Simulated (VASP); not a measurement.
Here is a VASP 6.6.1 calculation.

INCAR

```
SYSTEM = InP
AGGAC = 0.0 ; ALDAC = 0.0
ALGO = Normal ; EDIFF = 1E-6
ENCUT = 520 ; GGA = PE
ISIF = 2 ; ISMEAR = -1
LASPH = .True. ; LCHARG = .True.
LELF = .True. ; LREAL = .False.
LVHAR = .True. ; LWAVE = .False.
NBANDS = 16 ; NELM = 60
PREC = Accurate ; SIGMA = 0.05
```

KPOINTS

```
k-points
0
Gamma
  8 8 8
  0 0 0
```

File POSCAR:

```
InP
1.0
    0.0000000000      2.9305000000      2.9305000000
    2.9305000000      0.0000000000      2.9305000000
    2.9305000000      2.9305000000      0.0000000000
In P
1 1
Direct
    0.0000000000      0.0000000000      0.0000000000
    0.7500000000      0.7500000000      0.7500000000
```

Potentials or basis: VASP PAW PBE potentials, release 64 (In_d, P).

The run is started by

```sh
$ cat potpaw_PBE.64/In_d/POTCAR potpaw_PBE.64/P/POTCAR > POTCAR
$ mpirun -np 1 vasp_std > vasp.out
```

Task: Predict the band gap on the k mesh.

Result: 0.69 eV, direct.

Task: Estimate the pressure.

Result: 12.2 GPa.

Caveat: spin-orbit coupling is left out, which moves the levels of the heavy elements.
